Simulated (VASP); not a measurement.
# TiO2 (Anatase) (I4_1/amd) in VASP: settings compared, part 2 of 2

VASP 6.6.1. Earlier steps stand in the parts before.

### 4 Single point, revPBE

This run uses another cell than the first one, of 11.87 Å³/atom, 1.078 times its volume.

INCAR reads:

```
ALGO = Normal
EDIFF = 1E-7
ENCUT = 520
GGA = RE
ISIF = 2
ISMEAR = -1
LASPH = T
LCHARG = T
LELF = T
LREAL = F
LVHAR = T
LWAVE = F
NBANDS = 33
NELM = 100
PREC = Accurate
SIGMA = 0.05
```

KPOINTS reads:

```
k-points
0
Gamma
  10 10 10
```

POSCAR reads:

```
TiO2
1.0
   -1.9085109946      1.9085109946      4.8879128514
    1.9085109946     -1.9085109946      4.8879128514
    1.9085109946      1.9085109946     -4.8879128514
Ti O
2 4
Direct
    0.7500000000      0.2500000000      0.5000000000
    0.0000000000      0.0000000000      0.0000000000
    0.7940935194      0.7940935194      0.0000000000
    0.5440935194      0.0440935194      0.5000000000
    0.9559064806      0.4559064806      0.5000000000
    0.2059064806      0.2059064806      0.0000000000
```

Potentials or basis: VASP PAW PBE potentials, release 64 (Ti_sv, O).

Started as:

```console
> cat potpaw_PBE.64/Ti_sv/POTCAR potpaw_PBE.64/O/POTCAR > POTCAR
> mpirun -np 1 vasp_std > vasp.out
```

OUTCAR:

```text
EDIFF = 1E-7
   ENCUT = 520
   GGA = RE
   ISIF = 2
   ISMEAR = -1
   LASPH = T
   LREAL = F
   NELM = 100
   PREC = Accurate

 ion  position               nearest neighbor table
   1  0.750  0.250  0.500-   3 1.96   6 1.96   3 1.96   6 1.96   5 2.01   4 2.01
   2  0.000  0.000  0.000-   4 1.96   5 1.96   4 1.96   5 1.96   3 2.01   6 2.01
   3  0.794  0.794  0.000-   1 1.96   1 1.96   2 2.01
   4  0.544  0.044  0.500-   2 1.96   2 1.96   1 2.01
   5  0.956  0.456  0.500-   2 1.96   2 1.96   1 2.01
   6  0.206  0.206  0.000-   1 1.96   1 1.96   2 2.01

  LATTYP: Found a body centered tetragonal cell.
 ALAT       =     3.8170219892
 C/A-ratio  =     2.5611132790

  Lattice vectors:

 A1 = (  -1.9085109946,   1.9085109946,   4.8879128514)
 A2 = (   1.9085109946,  -1.9085109946,   4.8879128514)
 A3 = (   1.9085109946,   1.9085109946,  -4.8879128514)

Analysis of symmetry for initial positions (statically):
=====================================================================
 Subroutine PRICEL returns:
 Original cell was already a primitive cell.

 Routine SETGRP: Setting up the symmetry group for a
 body centered tetragonal supercell.

 Subroutine GETGRP returns: Found 16 space group operations
 (whereof  8 operations were pure point group operations)
 out of a pool of 16 trial point group operations.

The static configuration has the point symmetry D_2d.
 The point group associated with its full space group is D_4h.

Analysis of symmetry for dynamics (positions and initial velocities):
=====================================================================
 Subroutine PRICEL returns:
 Original cell was already a primitive cell.

 Routine SETGRP: Setting up the symmetry group for a
 body centered tetragonal supercell.

 Subroutine GETGRP returns: Found 16 space group operations
 (whereof  8 operations were pure point group operations)
 out of a pool of 16 trial point group operations.
[... 130 lines left out ...]
     AMIX_MAG =   1.60;   BMIX_MAG =  1.00
  volume/ion in A,a.u.               =      11.87        80.10
  Fermi-wavevector in a.u.,A,eV,Ry     =   1.435371  2.712459 28.031965  2.060291
  Thomas-Fermi vector in A             =   2.554677
   LORBIT       =      0    0 simple, 1 ext, 2 COOP (PROOUT), +10 PAW based schemes
   GGA     = RE    functional components
   LHFCALC =     F    Hartree Fock is set to
   AEXX    =    0.0000 exact exchange contribution
   IVDW    =     0    specifies the selected vdW correction
   LEPSILON=     F    determine dielectric tensor
   LRPA    =     F    only Hartree local field effects (RPA)
 non-spin polarized calculation
  energy-cutoff  :      520.00
  volume of cell :       71.22
 maximum number of plane-waves:      1929
 NGX is ok and might be reduce to    42
   NGX = 21   NGY = 21   NGZ = 21

 number of electron      47.9999994 magnetization

 Free energy of the ion-electron system (eV)
  ---------------------------------------------------
  ext. energy  EPLUGINS =         0.00000000
  ---------------------------------------------------
  free energy    TOTEN  =       -51.79325571 eV

  energy without entropy =      -51.79325571  energy(sigma->0) =      -51.79325571

 E-fermi :   4.2885     XC(G=0): -10.2628

 val. band max:        3.0992965560   @ k =  -0.4000   0.4000   0.0000
 cond. band min:       5.2224590952   @ k =   0.0000   0.0000   0.0000
 fundamental gap:      2.1231625391
 Fermi energy:         4.2885247997

 k-point     1 :       0.0000    0.0000    0.0000
  band No.  band energies     occupation
      1     -53.5187      2.00000
      2     -53.4726      2.00000
      3     -29.8694      2.00000
      4     -29.6664      2.00000
      5     -29.6664      2.00000
      6     -29.6100      2.00000
[... 853 lines left out ...]
     32       9.2421      0.00000
     33      10.1054      0.00000

 [... further k-points ...]

------------------------ aborting loop because EDIFF is reached ----------------------------------------

  FORCE on cell =-STRESS in cart. coord.  units (eV):
  Direction    XX          YY          ZZ          XY          YZ          ZX
  --------------------------------------------------------------------------------------
  -------------------------------------------------------------------------------------
  Total        0.2486791      0.2486791      0.2946448      0.0000000     -0.0000000      0.0000000
  in kB        5.5947042      5.5947042      6.6288257      0.0000000     -0.0000000      0.0000000
  external PRESSURE =       5.9394114 kB  Pullay stress =       0.0000000 kB

 VOLUME and BASIS-vectors are now :
 -----------------------------------------------------------------------------
  energy-cutoff  :      520.00
  volume of cell :       71.22
      direct lattice vectors                 reciprocal lattice vectors
    -1.908510995  1.908510995  4.887912851     0.000000000  0.261984344  0.102293149
     1.908510995 -1.908510995  4.887912851     0.261984344  0.000000000  0.102293149
     1.908510995  1.908510995 -4.887912851     0.261984344  0.261984344  0.000000000

 POSITION                                       TOTAL-FORCE (eV/Angst)
 -----------------------------------------------------------------------------------
      0.00000      1.90851      2.44396         0.000000      0.000000     -0.000000
      0.00000      0.00000      0.00000         0.000000      0.000000     -0.000000
      0.00000      0.00000      7.76292         0.000000      0.000000     -0.016955
      0.00000      1.90851      0.43105         0.000000      0.000000     -0.016955
      0.00000      1.90851      4.45686         0.000000      0.000000      0.016955
      0.00000      0.00000      2.01291        -0.000000     -0.000000      0.016955
 -----------------------------------------------------------------------------------
    total drift:                                0.000000     -0.000000      0.000000

  FREE ENERGIE OF THE ION-ELECTRON SYSTEM (eV)
  ---------------------------------------------------
  free  energy   TOTEN  =       -51.7932557055 eV

  energy  without entropy=      -51.7932557054  energy(sigma->0) =      -51.79325571
```

Run time: 25 min. Hardware: 1 thread of AMD EPYC 7R13, shared host; peak memory 0.35 GiB.

What came out:

* Free energy: -51.7933 eV
* Pressure: 0.6 GPa
* Largest force: 0.017 eV/Å
* Band gap on the k mesh: 2.12 eV, indirect (least direct gap 2.40 eV)

Forces in eV/Å, atoms in the order of the input:
```
Ti   0.000  0.000  0.000
Ti   0.000  0.000  0.000
O    0.000  0.000 -0.017
O    0.000  0.000 -0.017
O    0.000  0.000  0.017
O    0.000  0.000  0.017
```

Stress tensor (GPa, compression positive):
```
0.56 0.00 0.00
0.00 0.56 0.00
0.00 0.00 0.66
```

Caveat: the PAW data sets were made with another functional, which shifts forces and pressure a little. A k mesh can miss the band edges.

### 5 Single point, BLYP

This run uses another cell than the first one, of 11.96 Å³/atom, 1.086 times its volume.

INCAR reads:

```
PREC = Accurate
ENCUT = 520
EDIFF = 1E-7
ISMEAR = -1
SIGMA = 0.05
LREAL = False
LASPH = True
NELM = 60
ALGO = Normal
ISIF = 2
LWAVE = False
LCHARG = False
GGA = B5
ALDAX = 1.0
AGGAX = 1.0
AGGAC = 1.0
ALDAC = 0.0
NBANDS = 33
```

KPOINTS reads:

```
Automatic mesh
0
Gamma
  10 10 10
```

POSCAR reads:

```
TiO2
1.0
   -1.9096794248      1.9096794248      4.9196447861
    1.9096794248     -1.9096794248      4.9196447861
    1.9096794248      1.9096794248     -4.9196447861
Ti O
2 4
Direct
    0.7500000000      0.2500000000      0.5000000000
    0.0000000000      0.0000000000      0.0000000000
    0.7945323206      0.7945323206      0.0000000000
    0.5445323206      0.0445323206      0.5000000000
    0.9554676794      0.4554676794      0.5000000000
    0.2054676794      0.2054676794      0.0000000000
```

Potentials or basis: VASP PAW PBE potentials, release 64 (Ti_sv, O).

Started as:

```console
> cat potpaw_PBE.64/Ti_sv/POTCAR potpaw_PBE.64/O/POTCAR > POTCAR
> mpirun -np 1 vasp_std > vasp.out
```

OUTCAR:

```text
PREC = Accurate
   ENCUT = 520
   EDIFF = 1E-7
   ISMEAR = -1
   LREAL = False
   LASPH = True
   NELM = 60
   ISIF = 2
   GGA = B5

 ion  position               nearest neighbor table
   1  0.750  0.250  0.500-   6 1.96   3 1.96   3 1.96   6 1.96   5 2.02   4 2.02
   2  0.000  0.000  0.000-   5 1.96   4 1.96   4 1.96   5 1.96   3 2.02   6 2.02
   3  0.795  0.795  0.000-   1 1.96   1 1.96   2 2.02
   4  0.545  0.045  0.500-   2 1.96   2 1.96   1 2.02
   5  0.955  0.455  0.500-   2 1.96   2 1.96   1 2.02
   6  0.205  0.205  0.000-   1 1.96   1 1.96   2 2.02

  LATTYP: Found a body centered tetragonal cell.
[... 1071 lines left out ...]
  -------------------------------------------------------------------------------------
  Total        0.4179916      0.4179916      0.3874212      0.0000000     -0.0000000      0.0000000
  in kB        9.3317578      9.3317578      8.6492656      0.0000000     -0.0000000      0.0000000
  external PRESSURE =       9.1042604 kB  Pullay stress =       0.0000000 kB

 VOLUME and BASIS-vectors are now :
 -----------------------------------------------------------------------------
  energy-cutoff  :      520.00
  volume of cell :       71.77
      direct lattice vectors                 reciprocal lattice vectors
    -1.909679425  1.909679425  4.919644786     0.000000000  0.261824049  0.101633354
     1.909679425 -1.909679425  4.919644786     0.261824049  0.000000000  0.101633354
     1.909679425  1.909679425 -4.919644786     0.261824049  0.261824049  0.000000000

 POSITION                                       TOTAL-FORCE (eV/Angst)
 -----------------------------------------------------------------------------------
      0.00000      1.90968      2.45982         0.000000      0.000000     -0.000000
      0.00000      0.00000      0.00000         0.000000      0.000000      0.000000
      0.00000      0.00000      7.81763         0.000000     -0.000000     -0.019765
     -0.00000      1.90968      0.43817        -0.000000      0.000000     -0.019765
      0.00000      1.90968      4.48148        -0.000000      0.000000      0.019765
      0.00000      0.00000      2.02166         0.000000     -0.000000      0.019765
 -----------------------------------------------------------------------------------
    total drift:                                0.000000      0.000000     -0.000000

  FREE ENERGIE OF THE ION-ELECTRON SYSTEM (eV)
  ---------------------------------------------------
  free  energy   TOTEN  =       -51.7741592328 eV

  energy  without entropy=      -51.7741592328  energy(sigma->0) =      -51.77415923
```

Run time: 22 min. Hardware: 1 thread of AMD EPYC 7R13, shared host; peak memory 0.35 GiB.

What came out:

```
Free energy            : -51.7742 eV
Pressure               : 0.9 GPa
Largest force          : 0.020 eV/Å
Band gap on the k mesh : 2.08 eV, indirect (least direct gap 2.36 eV)
```

Forces on the atoms (eV/Å):
```
Ti   0.000  0.000  0.000
Ti   0.000  0.000  0.000
O    0.000  0.000 -0.020
O    0.000  0.000 -0.020
O    0.000  0.000  0.020
O    0.000  0.000  0.020
```

Caveat: the PAW data sets were made with another functional, which shifts forces and pressure a little. A hybrid or GW would open this gap; BLYP tends to underestimate it.

### 6 The runs side by side

```csv
level,cell,gap on the mesh (eV),pressure (GPa),largest force (eV/Å)
SVWN5,"a = 5.416 Å, angles 139.6, 139.6, 58.4°, 6 atoms",2.08,1.0,0.03
PBE,"a = 5.422 Å, angles 139.4, 139.4, 58.7°, 6 atoms",2.16,10.8,0.25
revPBE,"a = 5.584 Å, angles 140.0, 140.0, 57.8°, 6 atoms",2.12,0.6,0.02
BLYP,"a = 5.612 Å, angles 140.2, 140.2, 57.5°, 6 atoms",2.08,0.9,0.02
```

Alike in all rows: task single point; potentials or basis VASP PAW PBE potentials, release 64 (Ti_sv, O); no spin polarisation; k mesh 10 × 10 × 10; cutoff (eV) 520; smearing fermi-dirac 0.05 eV.

Caveats: the PAW data sets were made with another functional, which shifts forces and pressure a little (some runs).

Absolute energies hang on the potentials; compare differences alone.
